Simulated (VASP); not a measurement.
A run of VASP 6.6.1:

Contents of POSCAR:

```
Si
1.0
    2.5550292445      0.0000000000      0.0000000000
   -1.2775146223      2.2127202332      0.0000000000
    0.0000000000      0.0000000000      2.3430366705
Si
1
Direct
    0.0000000000      0.0000000000      0.0000000000
```

INCAR.step1

```
SYSTEM = Si
PREC = Accurate ; ENCUT = 520
ISMEAR = 0 ; SIGMA = 0.15
LREAL = .FALSE. ; LASPH = .TRUE.
NELM = 60 ; NBANDS = 8
GGA = PE ; ALGO = Normal
EDIFF = 1E-4 ; LWAVE = .TRUE.
LCHARG = .FALSE.
```

INCAR.step2

```
SYSTEM = Si
PREC = Accurate ; ENCUT = 520
EDIFF = 1E-7 ; ISMEAR = 0
SIGMA = 0.15 ; LREAL = .FALSE.
LASPH = .TRUE. ; NELM = 60
ALGO = Normal ; ISIF = 2
LWAVE = .FALSE. ; LCHARG = .TRUE.
METAGGA = R2SCAN ; LMIXTAU = .TRUE.
LELF = .TRUE. ; LVHAR = .TRUE.
NBANDS = 8 ; ISTART = 1
```

KPOINTS

```
regular mesh
0
G
  24 24 20
  0 0 0
```

Potentials or basis: VASP PAW PBE potentials, release 64 (Si).

Command:

```bash
$ cat potpaw_PBE.64/Si/POTCAR > POTCAR
$ cp INCAR.step1 INCAR
$ mpirun -np 1 vasp_std > vasp.out
$ cp INCAR.step2 INCAR
$ mpirun -np 1 vasp_std > vasp.out
```

Hardware: 1 thread of Intel(R) Xeon(R) Platinum 8259CL CPU @ 2.50GHz (Skylake/Cascade Lake) (shared host).

Task: How long does it take, and how much memory?

Result: Wall time 3.4 min on 1 thread of Intel(R) Xeon(R) Platinum 8259CL CPU @ 2.50GHz (Skylake/Cascade Lake), with other jobs on the host, peak memory 0.17 GiB. Counts: k points 671.
